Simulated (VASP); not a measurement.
A run of VASP 6.6.1 is set up as follows.

Contents of INCAR:

```
ALGO = Normal ; EDIFF = 1E-8
ENCUT = 520 ; ISIF = 2
ISMEAR = -1 ; LASPH = True
LCHARG = False ; LEFG = True
LREAL = False ; LWAVE = False
NBANDS = 11 ; NELM = 100
PREC = Accurate ; SIGMA = 0.02
```

The input KPOINTS:

```
k-points
0
Gamma
  10 10 10
```

POSCAR

```
AlN
1.0
    0.0000000000      1.9943478488      1.9943478488
    1.9943478488      0.0000000000      1.9943478488
    1.9943478488      1.9943478488      0.0000000000
Al N
1 1
Direct
    0.0000000000      0.0000000000      0.0000000000
    0.5000000000      0.5000000000      0.5000000000
```

Potentials or basis: VASP PAW LDA potentials, release 64 (Al, N).

The run is started by

```bash
$ cat potpaw_LDA.64/Al/POTCAR potpaw_LDA.64/N/POTCAR > POTCAR
$ mpirun -np 1 vasp_std > vasp.out
```

Problem. Predict the band gap on the k mesh.

Solution. 4.86 eV, indirect (least direct gap 6.37 eV).

Problem. What does it give for the pressure?

Solution. 5.5 GPa.

Caveat: without QUAD_EFG the Cq values of the log hold for a quadrupole moment of 1 mb, not for the nuclei. A k mesh can miss the band edges.
